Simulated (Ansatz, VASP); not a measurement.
# One calculation of Ti, two programs

```xyz
2
Lattice="2.8172 0.0000 0.0000 -1.4086 2.4398 0.0000 0.0000 0.0000 4.6860" Properties=species:S:1:pos:R:3 pbc="T T T"
Ti    0.0000    1.6265    1.1715
Ti    1.4086    0.8133    3.5145
```

Change from the starting cell: strain -0.0450 x Voigt [1, 1, 0, 0, 0, 0], atoms carried along.

Alike in both runs: task single point; functional PBEsol; k mesh 18 × 18 × 10; occupations gaussian, width 0.15 eV; no spin polarisation.

|  | VASP | Ansatz |
| --- | --- | --- |
| version | VASP 6.6.1 | Ansatz 0.2.0 |
| potentials or method | VASP PAW PBE potentials, release 64 (Ti_sv), cutoff 520 eV | scalar-relativistic, plane waves, PAW |
| valence electrons in the cell | 24 | 24 |

```tsv
	VASP	Ansatz	Ansatz less VASP
gap on the k mesh at the Fermi level (eV)	none	none	-
pressure (GPa)	4.4	4.8	+0.39
traceless stress, the component that is largest in VASP (GPa)	-3.77	-3.78	-0.014
```

VASP's potentials were made for PBE, not for PBEsol. A gap of «none» marks a metal or a gap that the smearing closes.
